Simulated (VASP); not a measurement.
A run of VASP 6.6.1 is set up as follows.

INCAR

```
PREC = Accurate ; ENCUT = 520
EDIFF = 1E-7 ; ISMEAR = -1
SIGMA = 0.05 ; LREAL = False
LASPH = True ; NELM = 80
ALGO = Normal ; ISIF = 2
LWAVE = False ; LCHARG = False
GGA = PS ; NBANDS = 18
```

File KPOINTS:

```
regular mesh
0
Gamma
  10 10 10
```

POSCAR

```
Si2Mo
1.0
   -1.6000000000      1.6000000000      3.7732800000
    1.6000000000     -1.6000000000      3.7732800000
    1.6000000000      1.6000000000     -3.7732800000
Mo Si
1 2
Direct
    0.0000000000      0.0000000000      0.0000000000
    0.6652970368      0.6652970368      0.0000000000
    0.3347029632      0.3347029632      0.0000000000
```

Potentials or basis: VASP PAW PBE potentials, release 64 (Mo_sv, Si).

Command:

```bash
$ cat potpaw_PBE.64/Mo_sv/POTCAR potpaw_PBE.64/Si/POTCAR > POTCAR
$ mpirun -np 1 vasp_std > vasp.out
```

(1) Estimate the band gap on the k mesh.

(2) Estimate the pressure.

Results:

(1) zero (bands 11 and 12 overlap by 0.90 eV).

(2) 8.6 GPa.

Caveat: the cell stands under pressure; the PAW data sets were made with another functional, which shifts forces and pressure a little.
